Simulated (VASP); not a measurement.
# Ti (P6_3/mmc) in VASP: a series of runs, part 2 of 2

VASP 6.6.1.

## 3. Single point, r2SCAN

This run uses another cell than the first one, of the same volume but with other edges.

The input, POSCAR:

```
Ti
1.0
    2.9024089280      0.0000000000      0.0000000000
   -1.4512044640      2.5135598638      0.0000000000
    0.0000000000      0.0000000000      4.8409264427
Ti
2
Direct
    0.3333333333      0.6666666667      0.2500000000
    0.6666666667      0.3333333333      0.7500000000
```

The input, INCAR.step1:

```
  PREC = Accurate
  ENCUT = 520
  ISMEAR = -1
  SIGMA = 0.02
  LREAL = False
  LASPH = True
  NELM = 60
  NBANDS = 19
  GGA = PE
  ALGO = Normal
  EDIFF = 1E-4
  LWAVE = True
  LCHARG = False
```

The input, INCAR.step2:

```
  PREC = Accurate
  ENCUT = 520
  EDIFF = 1E-6
  ISMEAR = -1
  SIGMA = 0.02
  LREAL = False
  LASPH = True
  NELM = 60
  ALGO = Normal
  ISIF = 2
  LWAVE = False
  LCHARG = False
  METAGGA = R2SCAN
  LMIXTAU = True
  NBANDS = 19
  ISTART = 1
```

The input, KPOINTS:

```
Automatic mesh
0
Gamma
  24 24 12
```

Potentials or basis: VASP PAW PBE potentials, release 64 (Ti_sv).

Launch:

```sh
$ cat potpaw_PBE.64/Ti_sv/POTCAR > POTCAR
$ cp INCAR.step1 INCAR
$ mpirun -np 1 vasp_std > vasp.out
$ cp INCAR.step2 INCAR
$ mpirun -np 1 vasp_std > vasp.out
```

OUTCAR:

```text
PREC = Accurate
   ENCUT = 520
   EDIFF = 1E-6
   ISMEAR = -1
   LREAL = False
   LASPH = True
   NELM = 60
   ISIF = 2
   METAGGA = R2SCAN
   ISTART = 1

 ion  position               nearest neighbor table
   1  0.333  0.667  0.250-
   2  0.667  0.333  0.750-

  LATTYP: Found a hexagonal cell.
 ALAT       =     2.9024089280
 C/A-ratio  =     1.6678995148

  Lattice vectors:

 A1 = (   2.9024089280,   0.0000000000,   0.0000000000)
 A2 = (  -1.4512044640,   2.5135598638,   0.0000000000)
 A3 = (   0.0000000000,   0.0000000000,   4.8409264427)

Analysis of symmetry for initial positions (statically):
=====================================================================
 Subroutine PRICEL returns:
 Original cell was already a primitive cell.

 Routine SETGRP: Setting up the symmetry group for a
 hexagonal supercell.

 Subroutine GETGRP returns: Found 24 space group operations
 (whereof 12 operations were pure point group operations)
 out of a pool of 24 trial point group operations.

The static configuration has the point symmetry D_3d.
 The point group associated with its full space group is D_6h.

Analysis of symmetry for dynamics (positions and initial velocities):
=====================================================================
 Subroutine PRICEL returns:
 Original cell was already a primitive cell.

 Routine SETGRP: Setting up the symmetry group for a
 hexagonal supercell.

 Subroutine GETGRP returns: Found 24 space group operations
 (whereof 12 operations were pure point group operations)
 out of a pool of 24 trial point group operations.

The dynamic configuration has the point symmetry D_3d.
 The point group associated with its full space group is D_6h.

 Subroutine INISYM returns: Found 24 space group operations
 (whereof 12 operations are pure point group operations),
 and found     1 'primitive' translations

----------------------------------------------------------------------------------------

                                     Primitive cell

  volume of cell :      35.3164

  direct lattice vectors                    reciprocal lattice vectors
     2.902408928  0.000000000  0.000000000     0.344541388  0.198921063  0.000000000
    -1.451204464  2.513559864  0.000000000     0.000000000  0.397842126  0.000000000
     0.000000000  0.000000000  4.840926443     0.000000000  0.000000000  0.206572030

  length of vectors
     2.902408928  2.902408928  4.840926443     0.397842126  0.397842126  0.206572030

  position of ions in fractional coordinates (direct lattice)
     0.333333333  0.666666667  0.250000000
     0.666666667  0.333333333  0.750000000

  ion indices of the primitive-cell ions
   primitive index   ion index
                 1           1
                 2           2

----------------------------------------------------------------------------------------

 KPOINTS: Automatic mesh

Automatic generation of k-mesh.
 Grid dimensions read from file:
 generate k-points for:   24   24   12

 Generating k-lattice:

  Cartesian coordinates                     Fractional coordinates (reciprocal lattice)
     0.014355891  0.008288378  0.000000000     0.041666667 -0.000000000  0.000000000
     0.000000000  0.016576755  0.000000000     0.000000000  0.041666667  0.000000000
     0.000000000  0.000000000  0.017214336     0.000000000  0.000000000  0.083333333

  Length of vectors
     0.016576755  0.016576755  0.017214336

  Shift w.r.t. Gamma in fractional coordinates (k-lattice)
     0.000000000  0.000000000  0.000000000

 Subroutine IBZKPT returns following result:
 ===========================================

 Found    427 irreducible k-points:

 Following reciprocal coordinates:
            Coordinates               Weight
  0.000000  0.000000  0.000000      1.000000
  0.041667 -0.000000  0.000000      6.000000
  0.083333 -0.000000  0.000000      6.000000
  0.125000 -0.000000  0.000000      6.000000
  0.166667 -0.000000  0.000000      6.000000
  0.208333 -0.000000  0.000000      6.000000
[... 16 lines left out ...]
  0.416667  0.041667  0.000000     12.000000
  0.458333  0.041667  0.000000     12.000000
 [... further k-points ...]
   k-points           NKPTS =    427   k-points in BZ     NKDIM =    427   number of bands    NBANDS=     19
   number of dos      NEDOS =    301   number of ions     NIONS =      2
   total plane-waves  NPLWV =  20736
   dimension x,y,z NGX =    24 NGY =   24 NGZ =   36
   dimension x,y,z NGXF=    48 NGYF=   48 NGZF=   72
   ions per type =               2
   NGX,Y,Z   is equivalent  to a cutoff of  13.75, 13.75, 12.36 a.u.
   NGXF,Y,Z  is equivalent  to a cutoff of  27.49, 27.49, 24.73 a.u.
 SYSTEM =  unknown system
   PREC   = accura    normal or accurate (medium, high low for compatibility)
   ISTART =      1    job   : 0-new  1-cont  2-samecut
   ICHARG =      0    charge: 1-file 2-atom 10-const
   ISPIN  =      1    spin polarized calculation?
   LNONCOLLINEAR =      F non collinear calculations
   LSORBIT =      F    spin-orbit coupling
   LASPH  =      T    aspherical Exc in radial PAW
   ENCUT  =  520.0 eV  38.22 Ry    6.18 a.u.   5.40  5.40  9.00*2*pi/ulx,y,z
   NELM   =     60;   NELMIN=  2; NELMDL=  0     # of ELM steps
   EDIFF  = 0.1E-05   stopping-criterion for ELM
   LREAL  =      F    real-space projection
   EDIFFG = 0.1E-04   stopping-criterion for IOM
   NSW    =      0    number of steps for IOM
   IBRION =     -1    ionic relax: 0-MD 1-quasi-New 2-CG
   NFREE  =      0    steps in history (QN), initial steepest desc. (CG)
   ISIF   =      2    stress and relaxation
   ISYM   =      2    0-nonsym 1-usesym 2-fastsym
   POTIM  = 0.5000    time-step for ionic-motion
   TEBEG  =    0.0;   TEEND  =   0.0 temperature during run
   PSTRESS=    0.0 pullay stress
   NELECT =      24.0000    total number of electrons
   NUPDOWN=      -1.0000    fix difference up-down
   EMIN   =  10.00;   EMAX   =-10.00  energy-range for DOS
   EFERMI =   0.00;   METHOD = LEGACY
   ISMEAR =    -1;   SIGMA  =   0.02  broadening in eV -4-tet -1-fermi 0-gaus
   EFERMI_NEDOS =   21; number of points for ismear=-14 and -15
   IALGO  =     38    algorithm
   IMIX   =      4    mixing-type and parameters
     AMIX     =   0.40;   BMIX     =  1.00
     AMIX_MAG =   1.60;   BMIX_MAG =  1.00
  volume/ion in A,a.u.               =      17.66       119.16
  Fermi-wavevector in a.u.,A,eV,Ry     =   1.439306  2.719894 28.185854  2.071602
  Thomas-Fermi vector in A             =   2.558176
   LORBIT       =      0    0 simple, 1 ext, 2 COOP (PROOUT), +10 PAW based schemes
   METAGGA = R2SCAN    functional components
   LHFCALC =     F    Hartree Fock is set to
   AEXX    =    0.0000 exact exchange contribution
   IVDW    =     0    specifies the selected vdW correction
   LEPSILON=     F    determine dielectric tensor
   LRPA    =     F    only Hartree local field effects (RPA)
 non-spin polarized calculation
  energy-cutoff  :      520.00
  volume of cell :       35.32
 maximum number of plane-waves:       978
 NGX is ok and might be reduce to    24

 number of electron      23.9999999 magnetization

 Free energy of the ion-electron system (eV)
  ---------------------------------------------------
  ext. energy  EPLUGINS =         0.00000000
  ---------------------------------------------------
  free energy    TOTEN  =       -25.87362430 eV

  energy without entropy =      -25.87148977  energy(sigma->0) =      -25.87255703

 E-fermi :   8.2183     XC(G=0): -12.3113

 val. band max:        8.2151493196   @ k =   0.2917   0.2917   0.3333
 cond. band min:       8.2185309216   @ k =   0.2500   0.2083   0.5000
 fundamental gap:      0.0033816020
 Fermi energy:         8.2182821161

 k-point     1 :       0.0000    0.0000    0.0000
  band No.  band energies     occupation
      1     -51.0313      2.00000
      2     -50.9211      2.00000
      3     -26.5317      2.00000
      4     -25.9057      2.00000
      5     -25.8999      2.00000
      6     -25.8998      2.00000
[... 11 lines left out ...]
     18      10.2782      0.00000
     19      11.5745      0.00000

 k-point     2 :       0.0417   -0.0000    0.0000
  band No.  band energies     occupation
      1     -51.0295      2.00000
      2     -50.9201      2.00000
      3     -26.5279      2.00000
      4     -25.9091      2.00000
      5     -25.9068      2.00000
      6     -25.9026      2.00000
[... 476 lines left out ...]
 k-point    24 :       0.4583    0.0417    0.0000
  band No.  band energies     occupation
      1     -50.9081      2.00000
      2     -50.8725      2.00000
      3     -26.4411      2.00000
      4     -26.3410      2.00000
      5     -26.2378      2.00000
      6     -26.0557      2.00000
[... 11 lines left out ...]
     18      11.9475      0.00000
     19      12.6262      0.00000

 [... further k-points ...]
[... 5 lines left out ...]
  --------------------------------------------------------------------------------------
  -------------------------------------------------------------------------------------
  Total        0.0652808      0.0652808     -1.3924222      0.0000000      0.0000000      0.0000000
  in kB        2.9615547      2.9615547    -63.1691752      0.0000000      0.0000000      0.0000000
  external PRESSURE =     -19.0820220 kB  Pullay stress =       0.0000000 kB

 VOLUME and BASIS-vectors are now :
 -----------------------------------------------------------------------------
  energy-cutoff  :      520.00
  volume of cell :       35.32
      direct lattice vectors                 reciprocal lattice vectors
     2.902408928  0.000000000  0.000000000     0.344541388  0.198921063  0.000000000
    -1.451204464  2.513559864  0.000000000     0.000000000  0.397842126  0.000000000
     0.000000000  0.000000000  4.840926443     0.000000000  0.000000000  0.206572030

 POSITION                                       TOTAL-FORCE (eV/Angst)
 -----------------------------------------------------------------------------------
     -0.00000      1.67571      1.21023         0.000000      0.000000      0.000000
      1.45120      0.83785      3.63069        -0.000000      0.000000      0.000000
 -----------------------------------------------------------------------------------
    total drift:                               -0.000000      0.000000     -0.000000

  FREE ENERGIE OF THE ION-ELECTRON SYSTEM (eV)
  ---------------------------------------------------
  free  energy   TOTEN  =       -25.8736242982 eV

  energy  without entropy=      -25.8714897660  energy(sigma->0) =      -25.87255703
```

OSZICAR.step1:

```text
N       E                     dE             d eps       ncg     rms          rms(c)
DAV:   1     0.265370641474E+03    0.26537E+03   -0.13015E+04 16226   0.157E+03
DAV:   2     0.127235851395E+02   -0.25265E+03   -0.24861E+03 16672   0.443E+02
DAV:   3    -0.164178047980E+02   -0.29141E+02   -0.28791E+02 30253   0.124E+02
DAV:   4    -0.176861036879E+02   -0.12683E+01   -0.12663E+01 18748   0.267E+01
DAV:   5    -0.177484055868E+02   -0.62302E-01   -0.62295E-01 24030   0.421E+00    0.116E+01
DAV:   6    -0.156503274180E+02    0.20981E+01   -0.76874E+00 18777   0.276E+01    0.289E+00
DAV:   7    -0.156308761149E+02    0.19451E-01   -0.70525E-01 24528   0.611E+00    0.204E+00
DAV:   8    -0.156547749970E+02   -0.23899E-01   -0.18573E-01 17866   0.496E+00    0.640E-01
DAV:   9    -0.156476944566E+02    0.70805E-02   -0.42093E-02 18652   0.202E+00    0.718E-02
DAV:  10    -0.156480524431E+02   -0.35799E-03   -0.30208E-03 23516   0.320E-01    0.795E-02
DAV:  11    -0.156481001783E+02   -0.47735E-04   -0.10002E-04 11906   0.752E-02
   1 F= -.15648100E+02 E0= -.15646796E+02  d E =-.260810E-02
```

It took 19 min on 1 thread of Oxide Virtual Turin-like, shared host; peak memory 0.31 GiB.

What came out:

* Free energy: -25.8736 eV
* Pressure: -1.9 GPa
* Band gap on the k mesh: zero (bands 12 and 13 overlap by 1.05 eV)

Stress tensor (GPa, compression positive):
```
 0.30  0.00  0.00
 0.00  0.30  0.00
 0.00  0.00 -6.32
```

Caveat: the stress differs along the axes, from -6 to 0 GPa; the PAW data sets were made with another functional, which shifts forces and pressure a little.
